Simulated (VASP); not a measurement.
# HgSb in VASP: a series of runs

HgSb is run at these levels: PBEsol; tasks: single point.

All numbers are computed with VASP 6.6.1; they aren't measurements. Logs are shortened: lines on timing, memory, paths and dates and some standing lists are left out, and cuts for length are marked.

### Step 1. The cell of the first run

It takes space group F-43m (No. 216, cubic). The conventional cell has a = 6.445 Å, b = 6.445 Å, c = 6.445 Å, α = 90.00°, β = 90.00°, γ = 90.00°. Hg (site symmetry -43m) has 4 Sb at 2.79 Å within 3.7 Å. Sb (site symmetry -43m) has 4 Hg at 2.79 Å within 3.7 Å.

### Step 2. Single point, PBEsol (33.47 Å³/atom)

File INCAR:

```
ALGO = Normal ; EDIFF = 1E-6
ENCUT = 520 ; GGA = PS
ISIF = 2 ; ISMEAR = 0
LASPH = True ; LCHARG = False
LREAL = False ; LWAVE = False
NBANDS = 16 ; NELM = 80
PREC = Accurate ; SIGMA = 0.05
```

File KPOINTS:

```
k-points
0
Gamma
  10 10 10
```

File POSCAR:

```
HgSb
1.0
    0.0000000000      3.2227141588      3.2227141588
    3.2227141588      0.0000000000      3.2227141588
    3.2227141588      3.2227141588      0.0000000000
Hg Sb
1 1
Direct
    0.0000000000      0.0000000000      0.0000000000
    0.2500000000      0.2500000000      0.2500000000
```

Potentials or basis: VASP PAW PBE potentials, release 64 (Hg, Sb).

Command:

```
$ cat potpaw_PBE.64/Hg/POTCAR potpaw_PBE.64/Sb/POTCAR > POTCAR
$ mpirun -np 1 vasp_std > vasp.out
```

OUTCAR:

```text
EDIFF = 1E-6
   ENCUT = 520
   GGA = PS
   ISIF = 2
   ISMEAR = 0
   LASPH = True
   LREAL = False
   NELM = 80
   PREC = Accurate

 ion  position               nearest neighbor table
   1  0.000  0.000  0.000-   2 2.79   2 2.79   2 2.79   2 2.79
   2  0.250  0.250  0.250-   1 2.79   1 2.79   1 2.79   1 2.79

  LATTYP: Found a face centered cubic cell.
 ALAT       =     6.4454283176

  Lattice vectors:

 A1 = (   0.0000000000,   3.2227141588,   3.2227141588)
 A2 = (   3.2227141588,   0.0000000000,   3.2227141588)
 A3 = (   3.2227141588,   3.2227141588,   0.0000000000)

Analysis of symmetry for initial positions (statically):
=====================================================================
 Subroutine PRICEL returns:
 Original cell was already a primitive cell.

 Routine SETGRP: Setting up the symmetry group for a
 face centered cubic supercell.

 Subroutine GETGRP returns: Found 24 space group operations
 (whereof 24 operations were pure point group operations)
 out of a pool of 48 trial point group operations.

The static configuration has the point symmetry T_d .

Analysis of symmetry for dynamics (positions and initial velocities):
=====================================================================
 Subroutine PRICEL returns:
 Original cell was already a primitive cell.

 Routine SETGRP: Setting up the symmetry group for a
 face centered cubic supercell.

 Subroutine GETGRP returns: Found 24 space group operations
 (whereof 24 operations were pure point group operations)
 out of a pool of 48 trial point group operations.

The dynamic configuration has the point symmetry T_d .

 Subroutine INISYM returns: Found 24 space group operations
 (whereof 24 operations are pure point group operations),
 and found     1 'primitive' translations

----------------------------------------------------------------------------------------

                                     Primitive cell

  volume of cell :      66.9415

  direct lattice vectors                    reciprocal lattice vectors
     0.000000000  3.222714159  3.222714159    -0.155148727  0.155148727  0.155148727
     3.222714159  0.000000000  3.222714159     0.155148727 -0.155148727  0.155148727
     3.222714159  3.222714159  0.000000000     0.155148727  0.155148727 -0.155148727

  length of vectors
     4.557606071  4.557606071  4.557606071     0.268725478  0.268725478  0.268725478

  position of ions in fractional coordinates (direct lattice)
     0.000000000  0.000000000  0.000000000
     0.250000000  0.250000000  0.250000000

  ion indices of the primitive-cell ions
   primitive index   ion index
                 1           1
                 2           2

----------------------------------------------------------------------------------------

 KPOINTS: k-points

Automatic generation of k-mesh.
 Grid dimensions read from file:
 generate k-points for:   10   10   10

 Generating k-lattice:

  Cartesian coordinates                     Fractional coordinates (reciprocal lattice)
    -0.015514873  0.015514873  0.015514873     0.100000000  0.000000000  0.000000000
     0.015514873 -0.015514873  0.015514873     0.000000000  0.100000000  0.000000000
     0.015514873  0.015514873 -0.015514873     0.000000000  0.000000000  0.100000000

  Length of vectors
     0.026872548  0.026872548  0.026872548

  Shift w.r.t. Gamma in fractional coordinates (k-lattice)
     0.000000000  0.000000000  0.000000000

 Subroutine IBZKPT returns following result:
 ===========================================

 Found     47 irreducible k-points:

 Following reciprocal coordinates:
            Coordinates               Weight
  0.000000  0.000000  0.000000      1.000000
  0.100000  0.000000  0.000000      8.000000
  0.200000  0.000000  0.000000      8.000000
  0.300000  0.000000  0.000000      8.000000
  0.400000  0.000000  0.000000      8.000000
  0.500000  0.000000  0.000000      4.000000
[... 16 lines left out ...]
  0.300000  0.300000  0.000000      6.000000
  0.400000  0.300000  0.000000     24.000000
 [... further k-points ...]
   k-points           NKPTS =     47   k-points in BZ     NKDIM =     47   number of bands    NBANDS=     16
   number of dos      NEDOS =    301   number of ions     NIONS =      2
   total plane-waves  NPLWV =  46656
   dimension x,y,z NGX =    36 NGY =   36 NGZ =   36
   dimension x,y,z NGXF=    72 NGYF=   72 NGZF=   72
   ions per type =               1   1
   NGX,Y,Z   is equivalent  to a cutoff of  13.13, 13.13, 13.13 a.u.
   NGXF,Y,Z  is equivalent  to a cutoff of  26.26, 26.26, 26.26 a.u.
 SYSTEM =  unknown system
   PREC   = accura    normal or accurate (medium, high low for compatibility)
   ISTART =      0    job   : 0-new  1-cont  2-samecut
   ICHARG =      2    charge: 1-file 2-atom 10-const
   ISPIN  =      1    spin polarized calculation?
   LNONCOLLINEAR =      F non collinear calculations
   LSORBIT =      F    spin-orbit coupling
   LASPH  =      T    aspherical Exc in radial PAW
   ENCUT  =  520.0 eV  38.22 Ry    6.18 a.u.   8.47  8.47  8.47*2*pi/ulx,y,z
   NELM   =     80;   NELMIN=  2; NELMDL= -5     # of ELM steps
   EDIFF  = 0.1E-05   stopping-criterion for ELM
   LREAL  =      F    real-space projection
   EDIFFG = 0.1E-04   stopping-criterion for IOM
   NSW    =      0    number of steps for IOM
   IBRION =     -1    ionic relax: 0-MD 1-quasi-New 2-CG
   NFREE  =      0    steps in history (QN), initial steepest desc. (CG)
   ISIF   =      2    stress and relaxation
   ISYM   =      2    0-nonsym 1-usesym 2-fastsym
   POTIM  = 0.5000    time-step for ionic-motion
   TEBEG  =    0.0;   TEEND  =   0.0 temperature during run
   PSTRESS=    0.0 pullay stress
   NELECT =      17.0000    total number of electrons
   NUPDOWN=      -1.0000    fix difference up-down
   EMIN   =  10.00;   EMAX   =-10.00  energy-range for DOS
   EFERMI =   0.00;   METHOD = LEGACY
   ISMEAR =     0;   SIGMA  =   0.05  broadening in eV -4-tet -1-fermi 0-gaus
   EFERMI_NEDOS =   21; number of points for ismear=-14 and -15
   IALGO  =     38    algorithm
   IMIX   =      4    mixing-type and parameters
     AMIX     =   0.40;   BMIX     =  1.00
     AMIX_MAG =   1.60;   BMIX_MAG =  1.00
  volume/ion in A,a.u.               =      33.47       225.87
  Fermi-wavevector in a.u.,A,eV,Ry     =   1.036715  1.959107 14.623240  1.074778
  Thomas-Fermi vector in A             =   2.171119
   LORBIT       =      0    0 simple, 1 ext, 2 COOP (PROOUT), +10 PAW based schemes
   GGA     = PS    functional components
   LHFCALC =     F    Hartree Fock is set to
   AEXX    =    0.0000 exact exchange contribution
   IVDW    =     0    specifies the selected vdW correction
   LEPSILON=     F    determine dielectric tensor
   LRPA    =     F    only Hartree local field effects (RPA)
 non-spin polarized calculation
 Gauss-broadening in eV      SIGMA  =   0.05
  energy-cutoff  :      520.00
  volume of cell :       66.94
 maximum number of plane-waves:      1829
 NGX is ok and might be reduce to    36
   NGX = 17   NGY = 17   NGZ = 17

 number of electron      17.0000001 magnetization

 Free energy of the ion-electron system (eV)
  ---------------------------------------------------
  ext. energy  EPLUGINS =         0.00000000
  ---------------------------------------------------
  free energy    TOTEN  =        -4.65417181 eV

  energy without entropy =       -4.65171445  energy(sigma->0) =       -4.65294313

 E-fermi :   2.5852     XC(G=0):  -9.0249

 val. band max:        2.5465835651   @ k =  -0.2000   0.3000   0.1000
 cond. band min:       2.5916236624   @ k =   0.5000   0.2000   0.1000
 fundamental gap:      0.0450400973
 Fermi energy:         2.5852035647

 k-point     1 :       0.0000    0.0000    0.0000
  band No.  band energies     occupation
      1      -7.6959      2.00000
      2      -4.5176      2.00000
      3      -4.5176      2.00000
      4      -4.5176      2.00000
      5      -4.0652      2.00000
      6      -4.0652      2.00000
[... 8 lines left out ...]
     15      12.6518      0.00000
     16      12.6518      0.00000

 k-point     2 :       0.1000    0.0000    0.0000
  band No.  band energies     occupation
      1      -7.6296      2.00000
      2      -4.5048      2.00000
      3      -4.5048      2.00000
      4      -4.4999      2.00000
      5      -4.0670      2.00000
      6      -4.0670      2.00000
[... 8 lines left out ...]
     15      11.8884      0.00000
     16      11.8884      0.00000

 k-point     3 :       0.2000    0.0000    0.0000
  band No.  band energies     occupation
      1      -7.4499      2.00000
      2      -4.4730      2.00000
      3      -4.4730      2.00000
      4      -4.4253      2.00000
      5      -4.0690      2.00000
      6      -4.0690      2.00000
[... 8 lines left out ...]
     15      11.5059      0.00000
     16      11.5059      0.00000

 k-point     4 :       0.3000    0.0000    0.0000
  band No.  band energies     occupation
      1      -7.2161      2.00000
      2      -4.4387      2.00000
      3      -4.4387      2.00000
      4      -4.2361      2.00000
      5      -4.0647      2.00000
      6      -4.0647      2.00000
[... 8 lines left out ...]
     15      11.7486      0.00000
     16      11.7486      0.00000
[... 324 lines left out ...]
 k-point    22 :      -0.2000    0.2000    0.0000
  band No.  band energies     occupation
      1      -7.1343      2.00000
      2      -4.4193      2.00000
      3      -4.4096      2.00000
      4      -4.2287      2.00000
      5      -4.0894      2.00000
      6      -4.0167      2.00000
[... 8 lines left out ...]
     15      12.4726      0.00000
     16      12.7756      0.00000

 k-point    23 :       0.3000    0.3000    0.0000
  band No.  band energies     occupation
      1      -7.0497      2.00000
      2      -4.3866      2.00000
      3      -4.3333      2.00000
      4      -4.3333      2.00000
      5      -4.0295      2.00000
      6      -4.0247      2.00000
[... 8 lines left out ...]
     15      13.2476      0.00000
     16      13.8748      0.00000

 k-point    24 :       0.4000    0.3000    0.0000
  band No.  band energies     occupation
      1      -6.8929      2.00000
      2      -4.3635      2.00000
      3      -4.2953      2.00000
      4      -4.2682      2.00000
      5      -4.0246      2.00000
      6      -3.8586      2.00000
[... 8 lines left out ...]
     15      13.5497      0.00000
     16      14.3299      0.00000

 [... further k-points ...]

------------------------ aborting loop because EDIFF is reached ----------------------------------------

  FORCE on cell =-STRESS in cart. coord.  units (eV):
  Direction    XX          YY          ZZ          XY          YZ          ZX
  --------------------------------------------------------------------------------------
  -------------------------------------------------------------------------------------
  Total       -0.3448943     -0.3448943     -0.3448943      0.0000000      0.0000000     -0.0000000
  in kB       -8.2546982     -8.2546982     -8.2546982      0.0000000      0.0000000     -0.0000000
  external PRESSURE =      -8.2546982 kB  Pullay stress =       0.0000000 kB

 VOLUME and BASIS-vectors are now :
 -----------------------------------------------------------------------------
  energy-cutoff  :      520.00
  volume of cell :       66.94
      direct lattice vectors                 reciprocal lattice vectors
     0.000000000  3.222714159  3.222714159    -0.155148727  0.155148727  0.155148727
     3.222714159  0.000000000  3.222714159     0.155148727 -0.155148727  0.155148727
     3.222714159  3.222714159  0.000000000     0.155148727  0.155148727 -0.155148727

 POSITION                                       TOTAL-FORCE (eV/Angst)
 -----------------------------------------------------------------------------------
      0.00000      0.00000      0.00000         0.000000      0.000000      0.000000
      1.61136      1.61136      1.61136        -0.000000     -0.000000     -0.000000
 -----------------------------------------------------------------------------------
    total drift:                               -0.000000     -0.000000     -0.000000

  FREE ENERGIE OF THE ION-ELECTRON SYSTEM (eV)
  ---------------------------------------------------
  free  energy   TOTEN  =        -4.6541718065 eV

  energy  without entropy=       -4.6517144498  energy(sigma->0) =       -4.65294313
```

It took 18 s on 1 thread of Intel Xeon 6975P-C (Granite Rapids), shared host; peak memory 0.23 GiB.

Results:

```yaml
Free_energy: -4.6542 eV
Pressure: -0.8 GPa
Band_gap_on_the_k_mesh: zero (an odd number of electrons rules out a gap without spin polarisation)
```

Levels at points of the mesh, in eV from the Fermi level:
```csv
k point,band 6,band 7,band 8,band 9,band 10,band 11,band 12,band 13
"(0.00, 0.00, 0.00)",-6.65,0.67,1.58,1.58,1.58,4.70,4.70,4.70
"(0.50, 0.00, 0.00)",-6.18,-4.77,0.35,0.35,1.66,5.60,5.60,7.19
"(0.50, 0.50, 0.00)",-5.84,-4.93,-1.16,-1.16,2.60,2.98,9.52,9.94
```

Caveat: the PAW data sets were made with another functional, which shifts forces and pressure a little; spin-orbit coupling is left out, which moves the levels of the heavy elements.

### Step 3. Single point, PBEsol (34.13 Å³/atom)

This run uses another cell than the first one, of 34.13 Å³/atom.

File INCAR:

```
ALGO = Normal
EDIFF = 1E-7
ENCUT = 520
GGA = PS
ISIF = 2
ISMEAR = 0
LASPH = T
LCHARG = F
LREAL = F
LWAVE = F
NBANDS = 16
NELM = 80
PREC = Accurate
SIGMA = 0.05
```

KPOINTS is that of step 2.

File POSCAR:

```
HgSb
1.0
    0.0000000000      3.2436414605      3.2436414605
    3.2436414605      0.0000000000      3.2436414605
    3.2436414605      3.2436414605      0.0000000000
Hg Sb
1 1
Direct
    0.0000000000      0.0000000000      0.0000000000
    0.2500000000      0.2500000000      0.2500000000
```

Potentials or basis: VASP PAW PBE potentials, release 64 (Hg, Sb).

Command:

```
$ cat potpaw_PBE.64/Hg/POTCAR potpaw_PBE.64/Sb/POTCAR > POTCAR
$ mpirun -np 1 vasp_std > vasp.out
```

Wall time 20 s (1 thread of Intel Xeon 6975P-C (Granite Rapids), shared host); peak memory 0.23 GiB.

Results (log left out):

| Item | Value |
| --- | --- |
| Free energy | -4.6446 eV |
| Pressure | -1.6 GPa |
| Band gap on the k mesh | zero (an odd number of electrons rules out a gap without spin polarisation) |

Levels at points of the mesh, in eV from the Fermi level:
| k point | band 6 | band 7 | band 8 | band 9 | band 10 | band 11 | band 12 | band 13 |
| --- | --- | --- | --- | --- | --- | --- | --- | --- |
| (0.00, 0.00, 0.00) | -6.60 | 0.55 | 1.53 | 1.53 | 1.53 | 4.68 | 4.68 | 4.68 |
| (0.50, 0.00, 0.00) | -6.14 | -4.70 | 0.34 | 0.34 | 1.60 | 5.56 | 5.56 | 7.18 |
| (0.50, 0.50, 0.00) | -5.82 | -4.86 | -1.13 | -1.13 | 2.58 | 2.97 | 9.38 | 9.80 |

Caveat: the PAW data sets were made with another functional, which shifts forces and pressure a little; spin-orbit coupling is left out, which moves the levels of the heavy elements.

### Step 4. Single point, PBEsol (atom 2 (Sb) moved 0.08 Å along x)

File INCAR:

```
SYSTEM = HgSb
ALGO     = Normal         ! electronic algorithm
EDIFF    = 1E-6           ! SCF threshold, eV
ENCUT    = 520            ! plane-wave cutoff, eV
GGA      = PS             ! functional
ISIF     = 2              ! what is computed and relaxed
ISMEAR   = 0              ! smearing method
LASPH    = .True.         ! aspherical terms in the spheres
LCHARG   = .False.        ! write CHGCAR
LREAL    = .False.        ! projectors in reciprocal space
LWAVE    = .False.        ! write WAVECAR
NBANDS   = 16             ! bands
NELM     = 100            ! most SCF steps
PREC     = Accurate       ! precision mode
SIGMA    = 0.05           ! smearing width, eV
```

File KPOINTS:

```
k-points
0
Gamma
  10 10 10
  0 0 0
```

File POSCAR:

```
HgSb
1.0
    0.0000000000      3.2015114781      3.2015114781
    3.2015114781      0.0000000000      3.2015114781
    3.2015114781      3.2015114781      0.0000000000
Hg Sb
1 1
Direct
    0.0000000000      0.0000000000      0.0000000000
    0.2375059014      0.2624940986      0.2624940986
```

Command:

```
$ cat potpaw_PBE.64/Hg/POTCAR potpaw_PBE.64/Sb/POTCAR > POTCAR
$ mpirun -np 1 vasp_std > vasp.out
```

Run time: 56 s. Hardware: 1 thread of Intel Xeon 6975P-C (Granite Rapids), shared host; peak memory 0.34 GiB.

Results (log left out):

* Free energy: -4.6437 eV
* Pressure: 0.2 GPa
* Largest force: 0.340 eV/Å
* Band gap on the k mesh: zero (an odd number of electrons rules out a gap without spin polarisation)

Forces on the atoms (eV/Å):
```
Hg   0.340  0.000  0.000
Sb  -0.340  0.000  0.000
```

Stress tensor (GPa, compression positive):
```
 0.13  0.00  0.00
 0.00  0.17 -1.58
 0.00 -1.58  0.17
```

Levels at points of the mesh, in eV from the Fermi level:
| k point | band 7 | band 8 | band 9 | band 10 | band 11 | band 12 |
| --- | --- | --- | --- | --- | --- | --- |
| (0.00, 0.00, 0.00) | 0.79 | 1.56 | 1.65 | 1.68 | 4.64 | 4.71 |
| (0.50, 0.00, 0.00) | -4.74 | 0.29 | 0.49 | 1.63 | 5.43 | 5.77 |
| (0.00, 0.50, 0.00) | -4.97 | 0.22 | 0.42 | 1.80 | 5.49 | 5.82 |
| (0.50, 0.50, 0.00) | -5.00 | -1.20 | -1.20 | 2.62 | 2.97 | 9.67 |
| (0.00, 0.50, 0.50) | -4.98 | -1.21 | -1.20 | 2.58 | 3.02 | 9.67 |

Caveat: the cell differs from its parent crystal (atom 2 (Sb) moved 0.08 Å along x); the PAW data sets were made with another functional, which shifts forces and pressure a little; spin-orbit coupling is left out, which moves the levels of the heavy elements.

### Step 5. Summary

| cell | gap on the mesh (eV) | pressure (GPa) |
| --- | --- | --- |
| a = 4.558 Å, angles 60.0°, 2 atoms, atomic positions A | none | -0.8 |
| a = 4.587 Å, angles 60.0°, 2 atoms, atomic positions A | none | -1.6 |
| a = 4.528 Å, angles 60.0°, 2 atoms, atomic positions B | none | 0.2 |

Alike in all rows: task single point; level PBEsol; potentials or basis VASP PAW PBE potentials, release 64 (Hg, Sb); no spin polarisation; k mesh 10 × 10 × 10; cutoff (eV) 520; smearing gaussian 0.05 eV.

Caveats: the PAW data sets were made with another functional, which shifts forces and pressure a little; spin-orbit coupling is left out, which moves the levels of the heavy elements.

Absolute energies hang on the potentials; compare differences alone.
